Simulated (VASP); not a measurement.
# MgO (R-3m) in VASP: further runs

MgO is run at these levels: PBEsol; tasks: single point.

Everything below comes from runs of VASP 6.6.1. Logs are shortened: lines on timing, memory, paths and dates and some standing lists are left out, and cuts for length are marked.

### Step 1. The cell of the first run

The structure is trigonal, space group R-3m (No. 166). The conventional cell has a = 3.188 Å, b = 3.188 Å, c = 6.637 Å, α = 90.00°, β = 90.00°, γ = 120.00°. Within 2.8 Å of Mg (site symmetry -3m) lie 6 O at 2.15 Å. Within 2.8 Å of O (site symmetry -3m) lie 6 Mg at 2.15 Å.

### Step 2. Single point, PBEsol

INCAR

```
SYSTEM = MgO
PREC = Accurate
ENCUT = 520
EDIFF = 1E-6
ISMEAR = 0
SIGMA = 0.05
LREAL = .False.
LASPH = .True.
NELM = 80
ALGO = Normal
ISIF = 2
LWAVE = .False.
LCHARG = .False.
GGA = PS
NBANDS = 11
```

KPOINTS

```
regular mesh
0
Gamma
  10 10 10
  0 0 0
```

POSCAR

```
MgO
1.0
   -0.2254007805      2.0286070245      2.0286070245
    2.0286070245     -0.2254007805      2.0286070245
    2.0286070245      2.0286070245     -0.2254007805
Mg O
1 1
Direct
    0.0000000000      0.0000000000      0.0000000000
    0.5000000000      0.5000000000      0.5000000000
```

Potentials or basis: VASP PAW PBE potentials, release 64 (Mg, O).

Started as:

```sh
$ cat potpaw_PBE.64/Mg/POTCAR potpaw_PBE.64/O/POTCAR > POTCAR
$ mpirun -np 1 vasp_std > vasp.out
```

OUTCAR:

```text
SYSTEM = MgO
   PREC = Accurate
   ENCUT = 520
   EDIFF = 1E-6
   ISMEAR = 0
   LREAL = .False.
   LASPH = .True.
   NELM = 80
   ISIF = 2
   GGA = PS

 ion  position               nearest neighbor table
   1  0.000  0.000  0.000-   2 2.15   2 2.15   2 2.15   2 2.15   2 2.15   2 2.15
   2  0.500  0.500  0.500-   1 2.15   1 2.15   1 2.15   1 2.15   1 2.15   1 2.15

  LATTYP: Found a trigonal (rhomboedric) cell.
 ALAT       =     2.8777245232
 COS(alpha) =     0.3865030675

  Lattice vectors:

 A1 = (  -0.2254007805,   2.0286070245,   2.0286070245)
 A2 = (   2.0286070245,  -0.2254007805,   2.0286070245)
 A3 = (   2.0286070245,   2.0286070245,  -0.2254007805)

Analysis of symmetry for initial positions (statically):
=====================================================================
 Subroutine PRICEL returns:
 Original cell was already a primitive cell.

 Routine SETGRP: Setting up the symmetry group for a
 trigonal (rhombohedral) supercell.

 Subroutine GETGRP returns: Found 12 space group operations
 (whereof 12 operations were pure point group operations)
 out of a pool of 12 trial point group operations.

The static configuration has the point symmetry D_3d.

Analysis of symmetry for dynamics (positions and initial velocities):
=====================================================================
 Subroutine PRICEL returns:
 Original cell was already a primitive cell.

 Routine SETGRP: Setting up the symmetry group for a
 trigonal (rhombohedral) supercell.

 Subroutine GETGRP returns: Found 12 space group operations
 (whereof 12 operations were pure point group operations)
 out of a pool of 12 trial point group operations.

The dynamic configuration has the point symmetry D_3d.

 Subroutine INISYM returns: Found 12 space group operations
 (whereof 12 operations are pure point group operations),
 and found     1 'primitive' translations

----------------------------------------------------------------------------------------

                                     Primitive cell

  volume of cell :      19.4677

  direct lattice vectors                    reciprocal lattice vectors
    -0.225400781  2.028607024  2.028607024    -0.208778441  0.234875746  0.234875746
     2.028607024 -0.225400781  2.028607024     0.234875746 -0.208778441  0.234875746
     2.028607024  2.028607024 -0.225400781     0.234875746  0.234875746 -0.208778441

  length of vectors
     2.877724523  2.877724523  2.877724523     0.392328522  0.392328522  0.392328522

  position of ions in fractional coordinates (direct lattice)
     0.000000000  0.000000000  0.000000000
     0.500000000  0.500000000  0.500000000

  ion indices of the primitive-cell ions
   primitive index   ion index
                 1           1
                 2           2

----------------------------------------------------------------------------------------

 KPOINTS: regular mesh

Automatic generation of k-mesh.
 Grid dimensions read from file:
 generate k-points for:   10   10   10

 Generating k-lattice:

  Cartesian coordinates                     Fractional coordinates (reciprocal lattice)
    -0.020877844  0.023487575  0.023487575     0.100000000 -0.000000000 -0.000000000
     0.023487575 -0.020877844  0.023487575    -0.000000000  0.100000000 -0.000000000
     0.023487575  0.023487575 -0.020877844    -0.000000000 -0.000000000  0.100000000

  Length of vectors
     0.039232852  0.039232852  0.039232852

  Shift w.r.t. Gamma in fractional coordinates (k-lattice)
     0.000000000  0.000000000  0.000000000

 Subroutine IBZKPT returns following result:
 ===========================================

 Found    116 irreducible k-points:

 Following reciprocal coordinates:
            Coordinates               Weight
  0.000000  0.000000  0.000000      1.000000
  0.100000 -0.000000 -0.000000      6.000000
  0.200000 -0.000000 -0.000000      6.000000
  0.300000 -0.000000 -0.000000      6.000000
  0.400000 -0.000000 -0.000000      6.000000
  0.500000 -0.000000 -0.000000      3.000000
[... 16 lines left out ...]
  0.300000  0.300000 -0.000000      6.000000
  0.400000  0.300000 -0.000000     12.000000
 [... further k-points ...]
   k-points           NKPTS =    116   k-points in BZ     NKDIM =    116   number of bands    NBANDS=     11
   number of dos      NEDOS =    301   number of ions     NIONS =      2
   total plane-waves  NPLWV =  13824
   dimension x,y,z NGX =    24 NGY =   24 NGZ =   24
   dimension x,y,z NGXF=    48 NGYF=   48 NGZF=   48
   ions per type =               1   1
   NGX,Y,Z   is equivalent  to a cutoff of  13.86, 13.86, 13.86 a.u.
   NGXF,Y,Z  is equivalent  to a cutoff of  27.73, 27.73, 27.73 a.u.
 SYSTEM =  MgO
   PREC   = accura    normal or accurate (medium, high low for compatibility)
   ISTART =      0    job   : 0-new  1-cont  2-samecut
   ICHARG =      2    charge: 1-file 2-atom 10-const
   ISPIN  =      1    spin polarized calculation?
   LNONCOLLINEAR =      F non collinear calculations
   LSORBIT =      F    spin-orbit coupling
   LASPH  =      T    aspherical Exc in radial PAW
   ENCUT  =  520.0 eV  38.22 Ry    6.18 a.u.   5.35  5.35  5.35*2*pi/ulx,y,z
   NELM   =     80;   NELMIN=  2; NELMDL= -5     # of ELM steps
   EDIFF  = 0.1E-05   stopping-criterion for ELM
   LREAL  =      F    real-space projection
   EDIFFG = 0.1E-04   stopping-criterion for IOM
   NSW    =      0    number of steps for IOM
   IBRION =     -1    ionic relax: 0-MD 1-quasi-New 2-CG
   NFREE  =      0    steps in history (QN), initial steepest desc. (CG)
   ISIF   =      2    stress and relaxation
   ISYM   =      2    0-nonsym 1-usesym 2-fastsym
   POTIM  = 0.5000    time-step for ionic-motion
   TEBEG  =    0.0;   TEEND  =   0.0 temperature during run
   PSTRESS=    0.0 pullay stress
   NELECT =       8.0000    total number of electrons
   NUPDOWN=      -1.0000    fix difference up-down
   EMIN   =  10.00;   EMAX   =-10.00  energy-range for DOS
   EFERMI =   0.00;   METHOD = LEGACY
   ISMEAR =     0;   SIGMA  =   0.05  broadening in eV -4-tet -1-fermi 0-gaus
   EFERMI_NEDOS =   21; number of points for ismear=-14 and -15
   IALGO  =     38    algorithm
   IMIX   =      4    mixing-type and parameters
     AMIX     =   0.40;   BMIX     =  1.00
     AMIX_MAG =   1.60;   BMIX_MAG =  1.00
  volume/ion in A,a.u.               =       9.73        65.69
  Fermi-wavevector in a.u.,A,eV,Ry     =   1.217119  2.300022 20.155386  1.481379
  Thomas-Fermi vector in A             =   2.352450
   LORBIT       =      0    0 simple, 1 ext, 2 COOP (PROOUT), +10 PAW based schemes
   GGA     = PS    functional components
   LHFCALC =     F    Hartree Fock is set to
   AEXX    =    0.0000 exact exchange contribution
   IVDW    =     0    specifies the selected vdW correction
   LEPSILON=     F    determine dielectric tensor
   LRPA    =     F    only Hartree local field effects (RPA)
 non-spin polarized calculation
 Gauss-broadening in eV      SIGMA  =   0.05
  energy-cutoff  :      520.00
  volume of cell :       19.47
 maximum number of plane-waves:       533
 NGX is ok and might be reduce to    24

 number of electron       7.9999999 magnetization

 Free energy of the ion-electron system (eV)
  ---------------------------------------------------
  ext. energy  EPLUGINS =         0.00000000
  ---------------------------------------------------
  free energy    TOTEN  =       -12.24928708 eV

  energy without entropy =      -12.24928708  energy(sigma->0) =      -12.24928708

 E-fermi :   3.7454     XC(G=0): -11.1250

 val. band max:        3.4735810798   @ k =   0.0000   0.0000   0.0000
 cond. band min:       6.8077349878   @ k =   0.0000   0.0000   0.0000
 fundamental gap:      3.3341539081
 Fermi energy:         3.7454081870

 k-point     1 :       0.0000    0.0000    0.0000
  band No.  band energies     occupation
      1     -14.1540      2.00000
      2       2.5647      2.00000
      3       2.5647      2.00000
      4       3.4736      2.00000
      5       6.8077      0.00000
      6      16.7352      0.00000
      7      16.7352      0.00000
      8      21.5344      0.00000
      9      22.1402      0.00000
     10      24.1623      0.00000
     11      24.1623      0.00000

 k-point     2 :       0.1000   -0.0000   -0.0000
  band No.  band energies     occupation
      1     -14.0609      2.00000
      2       1.9666      2.00000
      3       2.5252      2.00000
      4       3.3481      2.00000
      5       7.4365      0.00000
      6      16.0641      0.00000
      7      16.9885      0.00000
      8      21.6038      0.00000
      9      22.8970      0.00000
     10      22.9404      0.00000
     11      24.3556      0.00000

 k-point     3 :       0.2000   -0.0000   -0.0000
  band No.  band energies     occupation
      1     -13.8055      2.00000
      2       0.6886      2.00000
      3       2.4246      2.00000
      4       3.1779      2.00000
      5       8.6272      0.00000
      6      14.9711      0.00000
      7      17.6523      0.00000
      8      21.6870      0.00000
      9      21.7769      0.00000
     10      23.1757      0.00000
     11      24.9216      0.00000

 k-point     4 :       0.3000   -0.0000   -0.0000
  band No.  band energies     occupation
      1     -13.4622      2.00000
      2      -0.5922      2.00000
      3       2.3053      2.00000
      4       3.0180      2.00000
      5       9.6825      0.00000
      6      14.2584      0.00000
      7      18.3239      0.00000
      8      21.2044      0.00000
      9      21.4149      0.00000
     10      23.6618      0.00000
     11      25.1519      0.00000
[... 239 lines left out ...]
 k-point    22 :      -0.2000    0.2000    0.0000
  band No.  band energies     occupation
      1     -13.3826      2.00000
      2      -0.2167      2.00000
      3       1.4013      2.00000
      4       2.8373      2.00000
      5      10.4841      0.00000
      6      14.1977      0.00000
      7      17.3305      0.00000
      8      21.2584      0.00000
      9      21.4308      0.00000
     10      24.4436      0.00000
     11      27.6008      0.00000

 k-point    23 :       0.3000    0.3000   -0.0000
  band No.  band energies     occupation
      1     -13.1824      2.00000
      2      -0.2308      2.00000
      3       1.4210      2.00000
      4       2.5084      2.00000
      5      10.7828      0.00000
      6      13.0411      0.00000
      7      16.8452      0.00000
      8      18.8324      0.00000
      9      21.6666      0.00000
     10      26.2896      0.00000
     11      28.2765      0.00000

 k-point    24 :       0.4000    0.3000   -0.0000
  band No.  band energies     occupation
      1     -12.9505      2.00000
      2      -0.6924      2.00000
      3       1.1427      2.00000
      4       2.4094      2.00000
      5      11.4268      0.00000
      6      12.7893      0.00000
      7      16.0288      0.00000
      8      19.2158      0.00000
      9      21.8314      0.00000
     10      26.9393      0.00000
     11      27.7166      0.00000

 [... further k-points ...]
[... 5 lines left out ...]
  --------------------------------------------------------------------------------------
  -------------------------------------------------------------------------------------
  Total       -0.7477836     -0.7477836     -0.7477836      1.3625288      1.3625288      1.3625288
  in kB      -61.5419623    -61.5419623    -61.5419623    112.1349782    112.1349782    112.1349782
  external PRESSURE =     -61.5419623 kB  Pullay stress =       0.0000000 kB

 VOLUME and BASIS-vectors are now :
 -----------------------------------------------------------------------------
  energy-cutoff  :      520.00
  volume of cell :       19.47
      direct lattice vectors                 reciprocal lattice vectors
    -0.225400781  2.028607024  2.028607024    -0.208778441  0.234875746  0.234875746
     2.028607024 -0.225400781  2.028607024     0.234875746 -0.208778441  0.234875746
     2.028607024  2.028607024 -0.225400781     0.234875746  0.234875746 -0.208778441

 POSITION                                       TOTAL-FORCE (eV/Angst)
 -----------------------------------------------------------------------------------
      0.00000      0.00000      0.00000        -0.000000      0.000000      0.000000
      1.91591      1.91591      1.91591         0.000000     -0.000000     -0.000000
 -----------------------------------------------------------------------------------
    total drift:                               -0.000000     -0.000000      0.000000

  FREE ENERGIE OF THE ION-ELECTRON SYSTEM (eV)
  ---------------------------------------------------
  free  energy   TOTEN  =       -12.2492870761 eV

  energy  without entropy=      -12.2492870761  energy(sigma->0) =      -12.24928708
```

Run time: 18 s. Hardware: 1 thread of Intel Xeon Platinum 8259CL at 2.50GHz (Skylake/Cascade Lake), shared host; peak memory 0.15 GiB.

What came out:

```yaml
Free_energy: -12.2493 eV
Pressure: -6.2 GPa
Band_gap_on_the_k_mesh: 3.33 eV, direct
```

Stress tensor (GPa, compression positive):
```
-6.15 11.21 11.21
11.21 -6.15 11.21
11.21 11.21 -6.15
```

Caveat: the PAW data sets were made with another functional, which shifts forces and pressure a little.

### Step 3. Single point, PBEsol

This run uses another cell than the first one, of the same volume but with other edges.

INCAR

```
PREC = Accurate
ENCUT = 520
EDIFF = 1E-6
ISMEAR = 0
SIGMA = 0.05
LREAL = F
LASPH = T
NELM = 100
ALGO = Normal
ISIF = 2
LWAVE = F
LCHARG = T
GGA = PS
LELF = T
LVHAR = T
NBANDS = 11
```

KPOINTS

```
Automatic mesh
0
Gamma
  10 10 10
```

POSCAR

```
MgO
1.0
    0.2679004103      2.2771534873      2.2771534873
    2.2771534873      0.2679004103      2.2771534873
    2.2771534873      2.2771534873      0.2679004103
Mg O
1 1
Direct
    0.0000000000      0.0000000000      0.0000000000
    0.5000000000      0.5000000000      0.5000000000
```

Potentials or basis: VASP PAW PBE potentials, release 64 (Mg, O).

Started as:

```sh
$ cat potpaw_PBE.64/Mg/POTCAR potpaw_PBE.64/O/POTCAR > POTCAR
$ mpirun -np 1 vasp_std > vasp.out
```

Run time: 18 s. Hardware: 1 thread of Intel Xeon Platinum 8259CL at 2.50GHz (Skylake/Cascade Lake), shared host; peak memory 0.16 GiB.

The run converged. Its results:

| Quantity | Value |
| --- | --- |
| Free energy | -12.0595 eV |
| Pressure | -5.5 GPa |
| Band gap on the k mesh | 2.94 eV, direct |

Stress tensor (GPa, compression positive):
```
 -5.47 -21.06 -21.06
-21.06  -5.47 -21.06
-21.06 -21.06  -5.47
```

Levels at points of the mesh, in eV from the valence-band top:
```csv
k point,band 2,band 3,band 4,band 5,band 6,band 7
"(0.00, 0.00, 0.00)",-1.63,0.00,0.00,2.94,12.55,16.46
"(0.50, 0.00, 0.00)",-4.87,-1.89,-0.82,6.04,11.43,13.92
"(0.50, 0.50, 0.00)",-4.55,-2.52,-1.13,7.04,10.06,11.08
"(0.50, 0.50, 0.50)",-5.83,-0.35,-0.35,8.17,9.30,17.79
```

Caveat: the PAW data sets were made with another functional, which shifts forces and pressure a little.
